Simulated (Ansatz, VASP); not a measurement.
# BeS in VASP and in Ansatz

Contents of INCAR:

```
  PREC = Accurate
  ENCUT = 520
  EDIFF = 1E-7
  ISMEAR = -1
  SIGMA = 0.02
  LREAL = False
  LASPH = True
  NELM = 100
  ALGO = Normal
  ISIF = 2
  LWAVE = False
  LCHARG = True
  GGA = PE
  LELF = True
  LVHAR = True
  NBANDS = 11
```

File KPOINTS:

```
regular mesh
0
Gamma
  9 9 9
```

Contents of POSCAR:

```
BeS
1.0
    0.0000000000      2.4569115543      2.4569115543
    2.4569115543      0.0000000000      2.4569115543
    2.4569115543      2.4569115543      0.0000000000
Be S
1 1
Direct
    0.0000000000      0.0000000000      0.0000000000
    0.7500000000      0.7500000000      0.7500000000
```

Input for Ansatz:

```yaml
crystal:
  lattice:
    - [0.0, 2.4569115543, 2.4569115543]
    - [2.4569115543, 0.0, 2.4569115543]
    - [2.4569115543, 2.4569115543, 0.0]
  atoms:
    - { symbol: Be, position: [0.0, 0.0, 0.0] }
    - { symbol: S, position: [0.75, 0.75, 0.75] }
kpoints:
  mp_grid: { grid: [9, 9, 9] }
scf:
  occupations: { method: fermi_dirac, width: 0.02 }
hamiltonian:
  xc: pbe
  pseudopotentials: { kind: all_electron, lapw: { basis_error: 0.00025 } }
output:
  forces: true
  stress: true
  eigenvalues: true
```

Change from the starting cell: volume scaled by 1.04.

Alike in both runs: task single point; functional PBE; k mesh 9 × 9 × 9; occupations fermi-dirac, width 0.02 eV; no spin polarisation.

|  | VASP | Ansatz |
| --- | --- | --- |
| version | VASP 6.6.1 | Ansatz 0.2.0 |
| potentials or method | VASP PAW PBE potentials, release 64 (Be, S), cutoff 520 eV | all-electron LAPW, scalar-relativistic |

VASP gave:

* gap on the k mesh at the Fermi level (eV): 3.29
* pressure (GPa): -2.0

Question: Which values does Ansatz return?

Answer: gap on the k mesh at the Fermi level (eV): 3.28; pressure (GPa): -2.1.

Ansatz ran all-electron here, and VASP with PAW potentials.
